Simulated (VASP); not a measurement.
Set up this calculation in VASP 6.6.1, as the native input.

```
Task                   : single point
Functional             : PBEsol
Potentials or basis    : VASP PAW PBE potentials, release 64 (Zn)
Cutoff                 : 520 eV
k mesh                 : 13 × 13 × 13
Occupations            : fermi-dirac, width 0.05 eV
Spin                   : no spin polarisation
Dipole correction      : no
Further INCAR settings : ALGO = Normal; EDIFF = 1e-06; NBANDS = 19
```

The structure of Zn lies in POSCAR:

```
Zn
1.0
    0.0000000000      2.8261085908      2.8261085908
    2.8261085908      0.0000000000      2.8261085908
    2.8261085908      2.8261085908      0.0000000000
Zn
2
Direct
   -0.1250000000     -0.1250000000     -0.1250000000
    0.1250000000      0.1250000000      0.1250000000
```

This isn't the form of Zn at room conditions, which is hcp.

The input as run:

INCAR

```
PREC = Accurate
ENCUT = 520
EDIFF = 1E-6
ISMEAR = -1
SIGMA = 0.05
LREAL = False
LASPH = True
NELM = 100
ALGO = Normal
ISIF = 2
LWAVE = False
LCHARG = False
GGA = PS
NBANDS = 19
```

KPOINTS

```
Automatic mesh
0
Gamma
  13 13 13
```

Potentials or basis: VASP PAW PBE potentials, release 64 (Zn).

Launch:

```console
$ cat potpaw_PBE.64/Zn/POTCAR > POTCAR
$ mpirun -np 1 vasp_std > vasp.out
```

It gave:

```json
{
  "Pressure": "0.3 GPa",
  "Band gap on the k mesh": "zero (bands 12 and 13 overlap by 6.40 eV)"
}
```

Caveat: the PAW data sets were made with another functional, which shifts forces and pressure a little.

Run time: 22 s on 1 thread of Intel(R) Xeon(R) 6975P-C (Granite Rapids) (shared host), peak memory 0.2 GiB.
